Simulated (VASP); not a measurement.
Set up this calculation in VASP 6.6.1, as the native input.

* Task: single point
* Functional: PBE
* Potentials or basis: VASP PAW PBE potentials, release 64 (Nb_sv)
* Cutoff: 500 eV
* k mesh: 9 × 9 × 13
* Occupations: fermi-dirac, width 0.1 eV
* Spin: no spin polarisation
* Dipole correction: no
* Further INCAR settings: ALGO = Normal; EDIFF = 1e-06; NBANDS = 26

The structure of Nb lies in POSCAR:

```
Nb
1.0
    4.9470985022      0.0000000000      0.0000000000
   -2.4735492511      4.2843129779      0.0000000000
    0.0000000000      0.0000000000      2.7232832481
Nb
3
Direct
    0.0000000000      0.0000000000      0.0000000000
    0.3333333333      0.6666666667      0.5000000000
    0.6666666667      0.3333333333      0.5000000000
```

This isn't the form of Nb at room conditions, which is bcc.

These files were run (other wordings do the same):

INCAR

```
SYSTEM = Nb
PREC = Accurate
ENCUT = 500
EDIFF = 1E-6
ISMEAR = -1
SIGMA = 0.1
LREAL = .False.
LASPH = .True.
NELM = 120
ALGO = Normal
ISIF = 2
LWAVE = .False.
LCHARG = .False.
GGA = PE
NBANDS = 26
GGA_COMPAT = .False.
```

KPOINTS

```
regular mesh
0
Gamma
  9 9 13
  0 0 0
```

Potentials or basis: VASP PAW PBE potentials, release 64 (Nb_sv).

Command:

```console
$ cat potpaw_PBE.64/Nb_sv/POTCAR > POTCAR
$ mpirun -np 1 vasp_std > vasp.out
```

It gave:

```
Pressure               : -6.2 GPa
Band gap on the k mesh : zero (an odd number of electrons rules out a gap without spin polarisation)
```

Caveat: the cell stands under tension.

Wall time 2.3 min on 1 thread of Intel Xeon 8259CL, with other jobs on the host, peak memory 0.22 GiB.
